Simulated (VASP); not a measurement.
# Zn (P6_3/mmc) in VASP: further runs

Zn is run at these levels: PBEsol; tasks: electric field gradients.

Everything below comes from runs of VASP 6.6.1. Logs are shortened: lines on timing, memory, paths and dates and some standing lists are left out, and cuts for length are marked.

## Step 1: The cell of the first run

It takes space group P6_3/mmc (No. 194, hexagonal). Conventional cell: a = 2.666 Å, b = 2.666 Å, c = 4.969 Å, α = 90.00°, β = 90.00°, γ = 120.00°. Zn (site symmetry -6m2) has 12 Zn at 2.67 to 2.92 Å within 3.5 Å.

## Step 2: Electric field gradients, PBEsol (volume scaled by 1.06)

Contents of INCAR:

```
SYSTEM = Zn
PREC = Accurate
ENCUT = 520
EDIFF = 1E-8
ISMEAR = -1
SIGMA = 0.03
LREAL = .False.
LASPH = .True.
NELM = 60
ALGO = Normal
ISIF = 2
LWAVE = .False.
LCHARG = .False.
GGA = PS
LEFG = .True.
NBANDS = 19
```

Contents of KPOINTS:

```
Automatic mesh
0
Gamma
  18 18 9
  0 0 0
```

Contents of POSCAR:

```
Zn
1.0
    2.6656347759      0.0000000000      0.0000000000
   -1.3328173879      2.3085074331      0.0000000000
    0.0000000000      0.0000000000      4.9687374617
Zn
2
Direct
    0.3333333333      0.6666666667      0.2500000000
    0.6666666667      0.3333333333      0.7500000000
```

Potentials or basis: VASP PAW PBE potentials, release 64 (Zn).

Started as:

```console
$ cat potpaw_PBE.64/Zn/POTCAR > POTCAR
$ mpirun -np 1 vasp_std > vasp.out
```

OUTCAR:

```text
SYSTEM = Zn
   PREC = Accurate
   ENCUT = 520
   EDIFF = 1E-8
   ISMEAR = -1
   LREAL = .False.
   LASPH = .True.
   NELM = 60
   ISIF = 2
   GGA = PS

 ion  position               nearest neighbor table
   1  0.333  0.667  0.250-   2 2.92   2 2.92   2 2.92   2 2.92   2 2.92   2 2.92
   2  0.667  0.333  0.750-   1 2.92   1 2.92   1 2.92   1 2.92   1 2.92   1 2.92

  LATTYP: Found a hexagonal cell.
 ALAT       =     2.6656347759
 C/A-ratio  =     1.8639978389

  Lattice vectors:

 A1 = (   2.6656347759,   0.0000000000,   0.0000000000)
 A2 = (  -1.3328173879,   2.3085074331,   0.0000000000)
 A3 = (   0.0000000000,   0.0000000000,   4.9687374617)

Analysis of symmetry for initial positions (statically):
=====================================================================
 Subroutine PRICEL returns:
 Original cell was already a primitive cell.

 Routine SETGRP: Setting up the symmetry group for a
 hexagonal supercell.

 Subroutine GETGRP returns: Found 24 space group operations
 (whereof 12 operations were pure point group operations)
 out of a pool of 24 trial point group operations.

The static configuration has the point symmetry D_3d.
 The point group associated with its full space group is D_6h.

Analysis of symmetry for dynamics (positions and initial velocities):
=====================================================================
 Subroutine PRICEL returns:
 Original cell was already a primitive cell.

 Routine SETGRP: Setting up the symmetry group for a
 hexagonal supercell.

 Subroutine GETGRP returns: Found 24 space group operations
 (whereof 12 operations were pure point group operations)
 out of a pool of 24 trial point group operations.

The dynamic configuration has the point symmetry D_3d.
 The point group associated with its full space group is D_6h.

 Subroutine INISYM returns: Found 24 space group operations
 (whereof 12 operations are pure point group operations),
 and found     1 'primitive' translations

----------------------------------------------------------------------------------------

                                     Primitive cell

  volume of cell :      30.5758

  direct lattice vectors                    reciprocal lattice vectors
     2.665634776  0.000000000  0.000000000     0.375145166  0.216590162  0.000000000
    -1.332817388  2.308507433  0.000000000     0.000000000  0.433180325  0.000000000
     0.000000000  0.000000000  4.968737462     0.000000000  0.000000000  0.201258369

  length of vectors
     2.665634776  2.665634776  4.968737462     0.433180325  0.433180325  0.201258369

  position of ions in fractional coordinates (direct lattice)
     0.333333333  0.666666667  0.250000000
     0.666666667  0.333333333  0.750000000

  ion indices of the primitive-cell ions
   primitive index   ion index
                 1           1
                 2           2

----------------------------------------------------------------------------------------

 KPOINTS: Automatic mesh

Automatic generation of k-mesh.
 Grid dimensions read from file:
 generate k-points for:   18   18    9

 Generating k-lattice:

  Cartesian coordinates                     Fractional coordinates (reciprocal lattice)
     0.020841398  0.012032787  0.000000000     0.055555556  0.000000000  0.000000000
     0.000000000  0.024065574  0.000000000     0.000000000  0.055555556  0.000000000
     0.000000000  0.000000000  0.022362041     0.000000000  0.000000000  0.111111111

  Length of vectors
     0.024065574  0.024065574  0.022362041

  Shift w.r.t. Gamma in fractional coordinates (k-lattice)
     0.000000000  0.000000000  0.000000000

 Subroutine IBZKPT returns following result:
 ===========================================

 Found    185 irreducible k-points:

 Following reciprocal coordinates:
            Coordinates               Weight
  0.000000  0.000000  0.000000      1.000000
  0.055556  0.000000  0.000000      6.000000
  0.111111  0.000000  0.000000      6.000000
  0.166667  0.000000  0.000000      6.000000
  0.222222  0.000000  0.000000      6.000000
  0.277778  0.000000  0.000000      6.000000
[... 16 lines left out ...]
  0.333333  0.111111  0.000000     12.000000
  0.388889  0.111111  0.000000     12.000000
 [... further k-points ...]
   k-points           NKPTS =    185   k-points in BZ     NKDIM =    185   number of bands    NBANDS=     19
   number of dos      NEDOS =    301   number of ions     NIONS =      2
   total plane-waves  NPLWV =  16000
   dimension x,y,z NGX =    20 NGY =   20 NGZ =   40
   dimension x,y,z NGXF=    40 NGYF=   40 NGZF=   80
   ions per type =               2
   NGX,Y,Z   is equivalent  to a cutoff of  12.47, 12.47, 13.38 a.u.
   NGXF,Y,Z  is equivalent  to a cutoff of  24.95, 24.95, 26.77 a.u.
 SYSTEM =  Zn
   PREC   = accura    normal or accurate (medium, high low for compatibility)
   ISTART =      0    job   : 0-new  1-cont  2-samecut
   ICHARG =      2    charge: 1-file 2-atom 10-const
   ISPIN  =      1    spin polarized calculation?
   LNONCOLLINEAR =      F non collinear calculations
   LSORBIT =      F    spin-orbit coupling
   LASPH  =      T    aspherical Exc in radial PAW
   ENCUT  =  520.0 eV  38.22 Ry    6.18 a.u.   4.96  4.96  9.24*2*pi/ulx,y,z
   NELM   =     60;   NELMIN=  2; NELMDL= -5     # of ELM steps
   EDIFF  = 0.1E-07   stopping-criterion for ELM
   LREAL  =      F    real-space projection
   EDIFFG = 0.1E-06   stopping-criterion for IOM
   NSW    =      0    number of steps for IOM
   IBRION =     -1    ionic relax: 0-MD 1-quasi-New 2-CG
   NFREE  =      0    steps in history (QN), initial steepest desc. (CG)
   ISIF   =      2    stress and relaxation
   ISYM   =      2    0-nonsym 1-usesym 2-fastsym
   POTIM  = 0.5000    time-step for ionic-motion
   TEBEG  =    0.0;   TEEND  =   0.0 temperature during run
   PSTRESS=    0.0 pullay stress
   NELECT =      24.0000    total number of electrons
   NUPDOWN=      -1.0000    fix difference up-down
   EMIN   =  10.00;   EMAX   =-10.00  energy-range for DOS
   EFERMI =   0.00;   METHOD = LEGACY
   ISMEAR =    -1;   SIGMA  =   0.03  broadening in eV -4-tet -1-fermi 0-gaus
   EFERMI_NEDOS =   21; number of points for ismear=-14 and -15
   IALGO  =     38    algorithm
   IMIX   =      4    mixing-type and parameters
     AMIX     =   0.40;   BMIX     =  1.00
     AMIX_MAG =   1.60;   BMIX_MAG =  1.00
  volume/ion in A,a.u.               =      15.29       103.17
  Fermi-wavevector in a.u.,A,eV,Ry     =   1.510147  2.853764 31.028689  2.280544
  Thomas-Fermi vector in A             =   2.620375
   LORBIT       =      0    0 simple, 1 ext, 2 COOP (PROOUT), +10 PAW based schemes
   GGA     = PS    functional components
   LHFCALC =     F    Hartree Fock is set to
   AEXX    =    0.0000 exact exchange contribution
   IVDW    =     0    specifies the selected vdW correction
   LEPSILON=     F    determine dielectric tensor
   LRPA    =     F    only Hartree local field effects (RPA)
 non-spin polarized calculation
  energy-cutoff  :      520.00
  volume of cell :       30.58
 maximum number of plane-waves:       855
 NGX is ok and might be reduce to    20
   NGX =  9   NGY =  9   NGZ = 19

 number of electron      24.0000014 magnetization

 Free energy of the ion-electron system (eV)
  ---------------------------------------------------
  ext. energy  EPLUGINS =         0.00000000
  ---------------------------------------------------
  free energy    TOTEN  =        -3.13602964 eV

  energy without entropy =       -3.13506519  energy(sigma->0) =       -3.13554742

 E-fermi :   3.0155     XC(G=0): -11.6729

 val. band max:        2.9920946353   @ k =   0.3333   0.3333   0.1111
 cond. band min:       3.0332923593   @ k =   0.1111   0.0000   0.2222
 fundamental gap:      0.0411977240
 Fermi energy:         3.0155418617

 k-point     1 :       0.0000    0.0000    0.0000
  band No.  band energies     occupation
      1      -7.4744      2.00000
      2      -5.6709      2.00000
      3      -4.9690      2.00000
      4      -4.7399      2.00000
      5      -4.7399      2.00000
      6      -4.6912      2.00000
[... 11 lines left out ...]
     18      21.9550      0.00000
     19      21.9551      0.00000

 k-point     2 :       0.0556    0.0000    0.0000
  band No.  band energies     occupation
      1      -7.3827      2.00000
      2      -5.6303      2.00000
      3      -4.9594      2.00000
      4      -4.7492      2.00000
      5      -4.7183      2.00000
      6      -4.7013      2.00000
[... 476 lines left out ...]
 k-point    24 :       0.3889    0.1111    0.0000
  band No.  band energies     occupation
      1      -5.3631      2.00000
      2      -5.2680      2.00000
      3      -5.1782      2.00000
      4      -4.7356      2.00000
      5      -4.6126      2.00000
      6      -4.5916      2.00000
[... 11 lines left out ...]
     18      15.8110      0.00000
     19      17.2206      0.00000

 [... further k-points ...]
[... 5 lines left out ...]
  --------------------------------------------------------------------------------------
  -------------------------------------------------------------------------------------
  Total       -1.2578570     -1.2578570     -0.5293039     -0.0000000      0.0000000      0.0000000
  in kB      -65.9119091    -65.9119091    -27.7356095     -0.0000000      0.0000000      0.0000000
  external PRESSURE =     -53.1864759 kB  Pullay stress =       0.0000000 kB

 VOLUME and BASIS-vectors are now :
 -----------------------------------------------------------------------------
  energy-cutoff  :      520.00
  volume of cell :       30.58
      direct lattice vectors                 reciprocal lattice vectors
     2.665634776  0.000000000  0.000000000     0.375145166  0.216590162  0.000000000
    -1.332817388  2.308507433  0.000000000     0.000000000  0.433180325  0.000000000
     0.000000000  0.000000000  4.968737462     0.000000000  0.000000000  0.201258369

 POSITION                                       TOTAL-FORCE (eV/Angst)
 -----------------------------------------------------------------------------------
     -0.00000      1.53900      1.24218         0.000000     -0.000000      0.000000
      1.33282      0.76950      3.72655        -0.000000      0.000000      0.000000
 -----------------------------------------------------------------------------------
    total drift:                                0.000000     -0.000000      0.000000

  FREE ENERGIE OF THE ION-ELECTRON SYSTEM (eV)
  ---------------------------------------------------
  free  energy   TOTEN  =        -3.1360296449 eV

  energy  without entropy=       -3.1350651946  energy(sigma->0) =       -3.13554742

 Electric field gradients (V/A^2)
---------------------------------------------------------------------
 ion       V_xx      V_yy      V_zz      V_xy      V_xz      V_yz
---------------------------------------------------------------------
   1     -16.551   -16.544    33.095     0.006     0.000    -0.000
   2     -16.551   -16.544    33.095     0.006    -0.000     0.000
---------------------------------------------------------------------

 Electric field gradients after diagonalization (V/A^2)
 (convention: |V_zz| > |V_xx| > |V_yy|)
----------------------------------------------------------------------
 ion       V_xx      V_yy      V_zz     asymmetry (V_yy - V_xx)/ V_zz
----------------------------------------------------------------------
   1     -16.554   -16.541    33.095       0.000
   2     -16.554   -16.541    33.095       0.000
----------------------------------------------------------------------

           NMR quadrupolar parameters

 Cq : quadrupolar parameter    Cq=e*Q*V_zz/h
 eta: asymmetry parameters     (V_yy - V_xx)/ V_zz
 Q  : nuclear electric quadrupole moment in mb (millibarn)
----------------------------------------------------------------------
 ion       Cq(MHz)       eta       Q (mb)
----------------------------------------------------------------------
   1       0.080       0.000       1.000
   2       0.080       0.000       1.000
----------------------------------------------------------------------
```

Wall time 73 s (1 thread of Intel Xeon Platinum 8488C (Sapphire Rapids), shared host); peak memory 0.2 GiB.

What came out:

| Item | Value |
| --- | --- |
| Free energy | -3.1360 eV |
| Pressure | -5.3 GPa |
| Band gap on the k mesh | zero (band 12 reaches 4.53 eV, above the bottom of band 13 at -0.19 eV) |

Electric field gradients, principal values (V/Å²):
```
atom    least   middle  greatest (by size)
1 Zn  -16.541  -16.554              33.095
2 Zn  -16.541  -16.554              33.095
```

Caveat: without QUAD_EFG the Cq values of the log hold for a quadrupole moment of 1 mb, not for the nuclei; the PAW data sets were made with another functional, which shifts forces and pressure a little.

## Step 3: Electric field gradients, PBEsol (z stretched by +1 % at fixed volume)

Contents of INCAR:

```
PREC = Accurate
ENCUT = 400
EDIFF = 1E-8
ISMEAR = -1
SIGMA = 0.03
LREAL = False
LASPH = True
NELM = 120
ALGO = Normal
ISIF = 2
LWAVE = False
LCHARG = False
GGA = PS
LEFG = True
NBANDS = 19
GGA_COMPAT = False
```

Contents of KPOINTS:

```
Automatic mesh
0
Gamma
  18 18 9
```

Contents of POSCAR:

```
Zn
1.0
    2.6013852309      0.0000000000      0.0000000000
   -1.3006926154      2.2528656950      0.0000000000
    0.0000000000      0.0000000000      4.9218926302
Zn
2
Direct
    0.3333333333      0.6666666667      0.2500000000
    0.6666666667      0.3333333333      0.7500000000
```

Potentials or basis: VASP PAW PBE potentials, release 64 (Zn).

Started as:

```console
$ cat potpaw_PBE.64/Zn/POTCAR > POTCAR
$ mpirun -np 1 vasp_std > vasp.out
```

OUTCAR:

```text
PREC = Accurate
   ENCUT = 400
   EDIFF = 1E-8
   ISMEAR = -1
   LREAL = False
   LASPH = True
   NELM = 120
   ISIF = 2
   GGA = PS

 ion  position               nearest neighbor table
   1  0.333  0.667  0.250-   2 2.88   2 2.88   2 2.88   2 2.88   2 2.88   2 2.88
   2  0.667  0.333  0.750-   1 2.88   1 2.88   1 2.88   1 2.88   1 2.88   1 2.88

  LATTYP: Found a hexagonal cell.
 ALAT       =     2.6013852309
 C/A-ratio  =     1.8920275904

  Lattice vectors:

 A1 = (   2.6013852309,   0.0000000000,   0.0000000000)
[... 743 lines left out ...]
  ---------------------------------------------------
  free  energy   TOTEN  =        -3.1724304848 eV

  energy  without entropy=       -3.1719525358  energy(sigma->0) =       -3.17219151

 Electric field gradients (V/A^2)
---------------------------------------------------------------------
 ion       V_xx      V_yy      V_zz      V_xy      V_xz      V_yz
---------------------------------------------------------------------
   1     -21.200   -21.196    42.396     0.004     0.000    -0.000
   2     -21.200   -21.196    42.396     0.004    -0.000     0.000
---------------------------------------------------------------------

 Electric field gradients after diagonalization (V/A^2)
 (convention: |V_zz| > |V_xx| > |V_yy|)
----------------------------------------------------------------------
 ion       V_xx      V_yy      V_zz     asymmetry (V_yy - V_xx)/ V_zz
----------------------------------------------------------------------
   1     -21.202   -21.194    42.396       0.000
   2     -21.202   -21.194    42.396       0.000
----------------------------------------------------------------------

           NMR quadrupolar parameters

 Cq : quadrupolar parameter    Cq=e*Q*V_zz/h
 eta: asymmetry parameters     (V_yy - V_xx)/ V_zz
 Q  : nuclear electric quadrupole moment in mb (millibarn)
----------------------------------------------------------------------
 ion       Cq(MHz)       eta       Q (mb)
----------------------------------------------------------------------
   1       0.103       0.000       1.000
   2       0.103       0.000       1.000
----------------------------------------------------------------------
```

OSZICAR:

```text
N       E                     dE             d eps       ncg     rms          rms(c)
DAV:   1     0.101319639142E+03    0.10132E+03   -0.10510E+04  7342   0.171E+03
DAV:   2     0.850518153522E+00   -0.10047E+03   -0.97154E+02  7107   0.268E+02
DAV:   3    -0.347645742265E+01   -0.43270E+01   -0.43113E+01  7883   0.631E+01
DAV:   4    -0.349807488689E+01   -0.21617E-01   -0.21614E-01  7672   0.466E+00
DAV:   5    -0.349810117924E+01   -0.26292E-04   -0.26292E-04  7781   0.144E-01    0.468E+00
DAV:   6    -0.319544599710E+01    0.30266E+00   -0.11668E+00  7771   0.235E+01    0.331E+00
DAV:   7    -0.318003840226E+01    0.15408E-01   -0.42555E-02  9068   0.358E+00    0.172E+00
DAV:   8    -0.317246840871E+01    0.75700E-02   -0.20501E-03  9575   0.660E-01    0.557E-02
DAV:   9    -0.317242665496E+01    0.41754E-04   -0.24823E-04  9664   0.206E-01    0.341E-02
DAV:  10    -0.317243091591E+01   -0.42609E-05   -0.20456E-05  7361   0.393E-02    0.272E-03
DAV:  11    -0.317243074094E+01    0.17496E-06   -0.52686E-07  7967   0.115E-02    0.204E-03
DAV:  12    -0.317243048063E+01    0.26031E-06   -0.11992E-08  6147   0.195E-03    0.379E-04
DAV:  13    -0.317243048484E+01   -0.42096E-08   -0.57489E-09  4089   0.132E-03
   1 F= -.31724305E+01 E0= -.31721915E+01  d E =-.477949E-03
```

It took 62 s on 1 thread of AMD EPYC 7R13, shared host; peak memory 0.14 GiB.

Results:

* Free energy: -3.1724 eV
* Pressure: -1.2 GPa
* Band gap on the k mesh: zero (band 12 reaches 5.05 eV, above the bottom of band 13 at 0.11 eV)

Stress tensor (GPa, compression positive):
```
-1.62  0.00  0.00
 0.00 -1.62  0.00
 0.00  0.00 -0.44
```

Electric field gradients, principal values (V/Å²):
```
atom    least   middle  greatest (by size)
1 Zn  -21.194  -21.202              42.396
2 Zn  -21.194  -21.202              42.396
```

Caveat: without QUAD_EFG the Cq values of the log hold for a quadrupole moment of 1 mb, not for the nuclei; the PAW data sets were made with another functional, which shifts forces and pressure a little.
